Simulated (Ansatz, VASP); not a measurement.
# Two plane-wave programs on Ge5I3

```xyz
8
Lattice="6.9030 0.0000 0.0000 -3.4515 5.9782 0.0000 0.0000 0.0000 5.7283" Properties=species:S:1:pos:R:3 pbc="T T T"
Ge    3.4515    0.0000    2.8641
Ge   -1.7258    2.9891    2.8641
Ge    1.7258    2.9891    2.8641
Ge    0.0000    0.0000    4.0967
Ge    0.0000    0.0000    1.6316
I     3.4515    0.0000    0.0000
I    -1.7258    2.9891    0.0000
I     1.7258    2.9891    0.0000
```

Alike in both runs: functional PBE; k mesh 9 × 9 × 8; occupations gaussian, width 0.1 eV; no spin polarisation.

Ansatz relaxed the structure, and its values are those at the end. VASP's run is a single point on that final structure, the one shown.

```csv
,VASP,Ansatz
version,VASP 6.6.1,Ansatz 0.2.0
potentials or method,"VASP PAW PBE potentials, release 64 (Ge_d, I), cutoff 520 eV","scalar-relativistic, plane waves, PAW"
valence electrons in the cell,91,121
```

|  | VASP | Ansatz | Ansatz less VASP |
| --- | --- | --- | --- |
| gap on the k mesh at the Fermi level (eV) | none | none | - |
| pressure (GPa) | 0.0 | 0.0 | +0.03 |

A gap of «none» marks a metal or a gap that the smearing closes. VASP's potentials hold 91 valence electrons a cell and Ansatz's 121, so a difference there can come from the potentials and not from the codes.

Neither program's run includes spin-orbit coupling.
